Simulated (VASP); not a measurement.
# WC (P1) in VASP: a series of runs

WC is run at these levels: PBE; tasks: single point.

All numbers are computed with VASP 6.6.1; they aren't measurements. Logs are shortened: lines on timing, memory, paths and dates and some standing lists are left out, and cuts for length are marked.

## Step 1: The cell of the first run

The typed cell holds 16 atoms: a = 5.976 Å, b = 5.175 Å, c = 5.847 Å, α = 90.00°, β = 90.00°, γ = 90.00°.

## Step 2: Single point, PBE

INCAR reads:

```
SYSTEM = WC
  PREC = Accurate
  ENCUT = 520
  EDIFF = 1E-6
  ISMEAR = -1
  SIGMA = 0.17
  LREAL = Auto
  LASPH = .True.
  NELM = 60
  ALGO = Normal
  ISIF = 2
  LWAVE = .False.
  LCHARG = .False.
  GGA = PE
  NBANDS = 86
```

KPOINTS reads:

```
Automatic mesh
0
Gamma
  3 3 3
  0 0 0
```

POSCAR reads:

```
WC
1.0
   -2.9879860000     -5.1753440000      0.0000000000
    4.4819800000     -2.5876720000      0.0000000000
    0.0000000000      0.0000000000      5.8470620000
W C
8 8
Direct
    0.7081845262      0.4732831137     -0.0228148769
    0.6794834838      0.4904946334      0.4732120166
    0.4506041654     -0.0302324112      0.0091840996
    0.4578588995     -0.0190817492      0.4898186474
    0.1785275639      0.4772082565      0.0055412445
    0.1737884901      0.4870342070      0.5004906738
   -0.0220506058     -0.0259231191     -0.0130150835
   -0.0407462623     -0.0057673754      0.4791637236
    0.4491144794      0.6612809019      0.2526054966
    0.4441393750      0.6698785435      0.7464774617
    0.2184521671      0.1271161444      0.2286105398
    0.2165136881      0.1416204153      0.7259030262
   -0.0621133639      0.6452742177      0.2470129443
   -0.0577932647      0.6305281448      0.7470931555
    0.6959339047      0.1558553952      0.1988691073
    0.7107387025      0.1424766047      0.7145982033
```

Potentials or basis: VASP PAW PBE potentials, release 64 (W_sv, C).

Started as:

```bash
$ cat potpaw_PBE.64/W_sv/POTCAR potpaw_PBE.64/C/POTCAR > POTCAR
$ mpirun -np 1 vasp_std > vasp.out
```

OUTCAR:

```text
SYSTEM = WC
   PREC = Accurate
   ENCUT = 520
   EDIFF = 1E-6
   ISMEAR = -1
   LREAL = Auto
   LASPH = .True.
   NELM = 60
   ISIF = 2
   GGA = PE

 ion  position               nearest neighbor table
   1  0.708  0.473  0.977-  15 2.09  14 2.10  13 2.27  16 2.30  10 2.31   9 2.44   5 2.82   2 2.91
                             2 2.95   3 3.00   3 3.03   7 3.05   7 3.05   5 3.17
   2  0.679  0.490  0.473-   9 2.08  13 2.19  16 2.30  10 2.32  14 2.36  15 2.36   4 2.86   1 2.91
                             4 2.95   1 2.95   6 2.96   6 3.03   8 3.06   8 3.10
   3  0.451  0.970  0.009-  11 2.06  15 2.08   9 2.14  10 2.18  12 2.34  16 2.49   4 2.81   7 2.83
                             1 3.00   5 3.02   1 3.03   4 3.04   5 3.09   7 3.15
   4  0.458  0.981  0.490-   9 2.16  12 2.16  16 2.17  10 2.20  11 2.23  15 2.40   3 2.81   2 2.86
                             2 2.95   8 2.98   8 3.00   3 3.04   6 3.07   6 3.12
   5  0.179  0.477  0.006-  13 2.20  14 2.22  11 2.25   9 2.37  12 2.40  10 2.41   1 2.82   7 2.84
                             7 2.87   6 2.89   6 2.95   3 3.02   3 3.09   1 3.17
   6  0.174  0.487  0.500-  14 2.13  13 2.20  12 2.24  10 2.36   9 2.37  11 2.46   8 2.86   5 2.89
                             8 2.92   5 2.95   2 2.96   2 3.03   4 3.07   4 3.12
   7  0.978  0.974  0.987-  11 2.17  12 2.26  14 2.27  15 2.29  13 2.29  16 2.42   3 2.83   5 2.84
                             5 2.87   8 2.88   8 2.97   1 3.05   1 3.05   3 3.15
   8  0.959  0.994  0.479-  16 2.17  11 2.24  12 2.24  13 2.26  15 2.42  14 2.45   6 2.86   7 2.88
                             6 2.92   7 2.97   4 2.98   4 3.00   2 3.06   2 3.10
   9  0.449  0.661  0.253-   2 2.08   3 2.14   4 2.16   5 2.37   6 2.37   1 2.44
  10  0.444  0.670  0.746-   3 2.18   4 2.20   1 2.31   2 2.32   6 2.36   5 2.41
  11  0.218  0.127  0.229-   3 2.06   7 2.17   4 2.23   8 2.24   5 2.25   6 2.46
  12  0.217  0.142  0.726-   4 2.16   6 2.24   8 2.24   7 2.26   3 2.34   5 2.40
  13  0.938  0.645  0.247-   2 2.19   5 2.20   6 2.20   8 2.26   1 2.27   7 2.29
  14  0.942  0.631  0.747-   1 2.10   6 2.13   5 2.22   7 2.27   2 2.36   8 2.45
  15  0.696  0.156  0.199-   3 2.08   1 2.09   7 2.29   2 2.36   4 2.40   8 2.42
  16  0.711  0.142  0.715-   8 2.17   4 2.17   2 2.30   1 2.30   7 2.42   3 2.49

  LATTYP: Found a simple orthorhombic cell.
 ALAT       =     5.1753445393
 B/A-ratio  =     1.1297918343
 C/A-ratio  =     1.1547003938

  Lattice vectors:

 A1 = (   4.4819800000,  -2.5876720000,   0.0000000000)
 A2 = (   0.0000000000,   0.0000000000,   5.8470620000)
 A3 = (  -2.9879860000,  -5.1753440000,   0.0000000000)

Analysis of symmetry for initial positions (statically):
=====================================================================
 Subroutine PRICEL returns:
 Original cell was already a primitive cell.

 Routine SETGRP: Setting up the symmetry group for a
 simple orthorhombic supercell.

 Subroutine GETGRP returns: Found  1 space group operations
 (whereof  1 operations were pure point group operations)
 out of a pool of  8 trial point group operations.

The static configuration has the point symmetry C_1 .

Analysis of symmetry for dynamics (positions and initial velocities):
=====================================================================
 Subroutine PRICEL returns:
 Original cell was already a primitive cell.

 Routine SETGRP: Setting up the symmetry group for a
 simple orthorhombic supercell.

 Subroutine GETGRP returns: Found  1 space group operations
 (whereof  1 operations were pure point group operations)
 out of a pool of  8 trial point group operations.

The dynamic configuration has the point symmetry C_1 .

 Subroutine INISYM returns: Found  1 space group operations
 (whereof  1 operations are pure point group operations),
 and found     1 'primitive' translations

----------------------------------------------------------------------------------------

                                     Primitive cell

  volume of cell :     180.8363

  direct lattice vectors                    reciprocal lattice vectors
    -2.987986000 -5.175344000  0.000000000    -0.083668383 -0.144917911  0.000000000
     4.481980000 -2.587672000  0.000000000     0.167336767 -0.096611919  0.000000000
     0.000000000  0.000000000  5.847062000     0.000000000  0.000000000  0.171026064

  length of vectors
     5.975972377  5.175344539  5.847062000     0.167336784  0.193223851  0.171026064

  position of ions in fractional coordinates (direct lattice)
     0.708184526  0.473283114  0.977185123
     0.679483484  0.490494633  0.473212017
[... 46 lines left out ...]
     0.055778922 -0.032203973  0.000000000     0.000000000  0.333333333  0.000000000
     0.000000000  0.000000000  0.057008688     0.000000000  0.000000000  0.333333333

  Length of vectors
     0.055778928  0.064407950  0.057008688

  Shift w.r.t. Gamma in fractional coordinates (k-lattice)
     0.000000000  0.000000000  0.000000000

 Subroutine IBZKPT returns following result:
 ===========================================

 Found     14 irreducible k-points:

 Following reciprocal coordinates:
            Coordinates               Weight
  0.000000  0.000000  0.000000      1.000000
  0.333333  0.000000  0.000000      2.000000
  0.000000  0.333333  0.000000      2.000000
  0.333333  0.333333  0.000000      2.000000
 -0.333333  0.333333  0.000000      2.000000
  0.000000  0.000000  0.333333      2.000000
  0.333333  0.000000  0.333333      2.000000
 -0.333333  0.000000  0.333333      2.000000
  0.000000  0.333333  0.333333      2.000000
  0.000000  0.333333 -0.333333      2.000000
  0.333333  0.333333  0.333333      2.000000
 -0.333333  0.333333 -0.333333      2.000000
 -0.333333 -0.333333  0.333333      2.000000
  0.333333 -0.333333 -0.333333      2.000000
   k-points           NKPTS =     14   k-points in BZ     NKDIM =     14   number of bands    NBANDS=     86
   number of dos      NEDOS =    301   number of ions     NIONS =     16
   total plane-waves  NPLWV =  92160
   dimension x,y,z NGX =    48 NGY =   40 NGZ =   48
   dimension x,y,z NGXF=    96 NGYF=   80 NGZF=   96
   ions per type =               8   8
   NGX,Y,Z   is equivalent  to a cutoff of  13.35, 12.85, 13.65 a.u.
   NGXF,Y,Z  is equivalent  to a cutoff of  26.71, 25.70, 27.30 a.u.
 SYSTEM =  WC
   PREC   = accura    normal or accurate (medium, high low for compatibility)
   ISTART =      0    job   : 0-new  1-cont  2-samecut
   ICHARG =      2    charge: 1-file 2-atom 10-const
   ISPIN  =      1    spin polarized calculation?
   LNONCOLLINEAR =      F non collinear calculations
   LSORBIT =      F    spin-orbit coupling
   LASPH  =      T    aspherical Exc in radial PAW
   ENCUT  =  520.0 eV  38.22 Ry    6.18 a.u.  11.11  9.62 10.87*2*pi/ulx,y,z
   NELM   =     60;   NELMIN=  2; NELMDL= -5     # of ELM steps
   EDIFF  = 0.1E-05   stopping-criterion for ELM
   LREAL  =      T    real-space projection
   EDIFFG = 0.1E-04   stopping-criterion for IOM
   NSW    =      0    number of steps for IOM
   IBRION =     -1    ionic relax: 0-MD 1-quasi-New 2-CG
   NFREE  =      0    steps in history (QN), initial steepest desc. (CG)
   ISIF   =      2    stress and relaxation
   ISYM   =      2    0-nonsym 1-usesym 2-fastsym
   POTIM  = 0.5000    time-step for ionic-motion
   TEBEG  =    0.0;   TEEND  =   0.0 temperature during run
   PSTRESS=    0.0 pullay stress
   NELECT =     144.0000    total number of electrons
   NUPDOWN=      -1.0000    fix difference up-down
   EMIN   =  10.00;   EMAX   =-10.00  energy-range for DOS
   EFERMI =   0.00;   METHOD = LEGACY
   ISMEAR =    -1;   SIGMA  =   0.17  broadening in eV -4-tet -1-fermi 0-gaus
   EFERMI_NEDOS =   21; number of points for ismear=-14 and -15
   IALGO  =     38    algorithm
   IMIX   =      4    mixing-type and parameters
     AMIX     =   0.40;   BMIX     =  1.00
     AMIX_MAG =   1.60;   BMIX_MAG =  1.00
  volume/ion in A,a.u.               =      11.30        76.27
  Fermi-wavevector in a.u.,A,eV,Ry     =   1.517401  2.867473 31.327510  2.302507
  Thomas-Fermi vector in A             =   2.626662
   LORBIT       =      0    0 simple, 1 ext, 2 COOP (PROOUT), +10 PAW based schemes
   GGA     = PE    functional components
   LHFCALC =     F    Hartree Fock is set to
   AEXX    =    0.0000 exact exchange contribution
   IVDW    =     0    specifies the selected vdW correction
   LEPSILON=     F    determine dielectric tensor
   LRPA    =     F    only Hartree local field effects (RPA)
 non-spin polarized calculation
  energy-cutoff  :      520.00
  volume of cell :      180.84
 maximum number of plane-waves:      4888
 NGX is ok and might be reduce to    48
   NGX = 23   NGY = 19   NGZ = 21

 number of electron     144.0000007 magnetization

 Free energy of the ion-electron system (eV)
  ---------------------------------------------------
  ext. energy  EPLUGINS =         0.00000000
  ---------------------------------------------------
  free energy    TOTEN  =      -176.21266680 eV

  energy without entropy =     -175.90149123  energy(sigma->0) =     -176.05707902

 E-fermi :  10.0745     XC(G=0): -13.3100

 val. band max:       10.0188227426   @ k =   0.0000   0.3333   0.0000
 cond. band min:      10.0960231993   @ k =   0.0000   0.0000   0.0000
 fundamental gap:      0.0772004567
 Fermi energy:        10.0744760831

 k-point     1 :       0.0000    0.0000    0.0000
  band No.  band energies     occupation
      1     -64.2447      2.00000
      2     -64.2224      2.00000
      3     -64.2113      2.00000
      4     -64.1944      2.00000
      5     -64.1802      2.00000
      6     -64.1708      2.00000
[... 1207 lines left out ...]
     83      13.4067      0.00000
     84      13.4330      0.00000
 [bands above 84 left out]

------------------------ aborting loop because EDIFF is reached ----------------------------------------

  FORCE on cell =-STRESS in cart. coord.  units (eV):
  Direction    XX          YY          ZZ          XY          YZ          ZX
  --------------------------------------------------------------------------------------
  -------------------------------------------------------------------------------------
  Total      -14.6273259    -15.6808823    -23.5399487      0.1342232      0.6319665      0.0944839
  in kB     -129.5955155   -138.9298378   -208.5597739      1.1891937      5.5991111      0.8371106
  external PRESSURE =    -159.0283757 kB  Pullay stress =       0.0000000 kB

 VOLUME and BASIS-vectors are now :
 -----------------------------------------------------------------------------
  energy-cutoff  :      520.00
  volume of cell :      180.84
      direct lattice vectors                 reciprocal lattice vectors
    -2.987986000 -5.175344000  0.000000000    -0.083668383 -0.144917911  0.000000000
     4.481980000 -2.587672000  0.000000000     0.167336767 -0.096611919  0.000000000
     0.000000000  0.000000000  5.847062000     0.000000000  0.000000000  0.171026064

 POSITION                                       TOTAL-FORCE (eV/Angst)
 -----------------------------------------------------------------------------------
      0.00520     -4.88980      5.71366         1.865231      1.471706      0.328986
      0.16810     -4.78580      2.76690        -1.858746     -0.989459      2.418673
      3.00008     -4.84147      0.05370         0.027905     -1.201788     -4.302398
      3.02838     -4.90787      2.86400         0.843861     -0.127959      0.610843
      1.60540     -2.15880      0.03240        -1.483085     -2.433382     -1.654116
      1.66360     -2.15970      2.92640        -1.736398     -2.176006     -0.529943
[... 8 lines left out ...]
     -1.38090     -4.00500      1.16280        -1.113178     -0.797723      2.757820
     -1.48510     -4.04700      4.17830         0.695456     -0.177530      0.991451
 -----------------------------------------------------------------------------------
    total drift:                               -0.006359      0.013207     -0.010485

  FREE ENERGIE OF THE ION-ELECTRON SYSTEM (eV)
  ---------------------------------------------------
  free  energy   TOTEN  =      -176.2126668039 eV

  energy  without entropy=     -175.9014912280  energy(sigma->0) =     -176.05707902
```

Run time: 8.5 min. Hardware: 1 thread of Intel Xeon Platinum 8259CL at 2.50GHz (Skylake/Cascade Lake), shared host; peak memory 0.37 GiB.

What came out:

* Free energy: -176.2127 eV
* Pressure: -15.9 GPa
* Largest force: 4.467 eV/Å
* Band gap on the k mesh: zero (bands 72 and 73 overlap by 0.11 eV)

Forces on the atoms (eV/Å):
```
W    1.865  1.472  0.329
W   -1.859 -0.989  2.419
W    0.028 -1.202 -4.302
W    0.844 -0.128  0.611
W   -1.483 -2.433 -1.654
W   -1.736 -2.176 -0.530
W    1.887  2.649 -0.663
W   -0.807  1.308  0.753
C   -0.538  1.348 -1.078
C   -1.592  0.866 -0.421
C    2.267  0.848  1.386
C    0.900  0.936  0.977
C   -0.054 -0.522 -0.699
C    0.697 -1.000 -0.875
C   -1.113 -0.798  2.758
C    0.695 -0.178  0.991
```

Caveat: the k points lie up to 0.40 Å⁻¹ apart; spin-orbit coupling is left out, which moves the levels of the heavy elements; forces of over 1 eV/Å act on the atoms, so gaps and moduli don't describe the material at rest.

## Step 3: Single point, PBE

INCAR reads:

```
  PREC = Accurate
  ENCUT = 520
  EDIFF = 1E-6
  ISMEAR = -1
  SIGMA = 0.17
  LREAL = Auto
  LASPH = True
  NELM = 80
  ALGO = Normal
  ISIF = 2
  LWAVE = False
  LCHARG = False
  GGA = PE
  NBANDS = 86
```

KPOINTS reads:

```
regular mesh
0
Gamma
  3 3 3
```

POSCAR reads:

```
WC
1.0
   -2.9879860000     -5.1753440000      0.0000000000
    4.4819800000     -2.5876720000      0.0000000000
    0.0000000000      0.0000000000      5.8470620000
W C
8 8
Direct
    0.6792199196      0.4538841339     -0.0562333699
    0.7067927773      0.4843365931      0.4660118193
    0.4566537210     -0.0214246995     -0.0438852880
    0.4568154490     -0.0477560885      0.4500550875
    0.1987169487      0.4340857078     -0.0146056259
    0.1838358074      0.4774895958      0.4593418028
   -0.0742341863     -0.0013187719     -0.0327514913
   -0.0664511912     -0.0415787730      0.4681667477
    0.4660895914      0.6577827598      0.2186568229
    0.4191302561      0.6317866963      0.7027289945
    0.2124700928      0.1282597563      0.2094214154
    0.1723252342      0.1269317104      0.7162571562
   -0.0300990343      0.6655684556      0.2019817816
   -0.0309487585      0.6017263671      0.7221404528
    0.6888477422      0.1198281585      0.2079334886
    0.6840876453      0.1049634998      0.7219694267
```

Potentials or basis: VASP PAW PBE potentials, release 64 (W_sv, C).

Started as:

```bash
$ cat potpaw_PBE.64/W_sv/POTCAR potpaw_PBE.64/C/POTCAR > POTCAR
$ mpirun -np 1 vasp_std > vasp.out
```

Wall time 9.2 min (1 thread of Intel Xeon Platinum 8259CL at 2.50GHz (Skylake/Cascade Lake), shared host); peak memory 0.37 GiB.

Results (log left out):

| Item | Value |
| --- | --- |
| Free energy | -175.0914 eV |
| Pressure | -13.5 GPa |
| Largest force | 5.565 eV/Å |
| Band gap on the k mesh | zero (bands 72 and 73 overlap by 0.04 eV) |

Forces in eV/Å, atoms in the order of the input:
```
W    1.130 -2.492  1.949
W   -0.966  2.152 -0.850
W   -0.845  4.294  0.490
W    2.755  0.833  2.060
W    3.801 -1.674 -3.431
W   -2.114 -0.957  0.661
W   -5.522 -0.601 -0.340
W   -0.215 -2.039 -0.251
C   -1.650  1.765 -1.219
C   -1.260 -1.464  0.673
C    0.655  0.826  1.189
C   -0.291 -1.168 -0.407
C   -0.628  1.953  0.837
C    2.595  1.603 -0.304
C    1.373 -1.508  0.766
C    1.182 -1.524 -1.824
```

Stress tensor (GPa, compression positive):
```
-10.96   0.10   1.89
  0.10 -10.21   1.01
  1.89   1.01 -19.42
```

Levels at points of the mesh, in eV from the Fermi level:
```csv
k point,band 70,band 71,band 72,band 73,band 74,band 75
"(0.00, 0.00, 0.00)",-0.40,-0.09,-0.01,0.19,0.64,0.96
```

Caveat: the k points lie up to 0.40 Å⁻¹ apart; spin-orbit coupling is left out, which moves the levels of the heavy elements; forces of over 1 eV/Å act on the atoms, so gaps and moduli don't describe the material at rest.
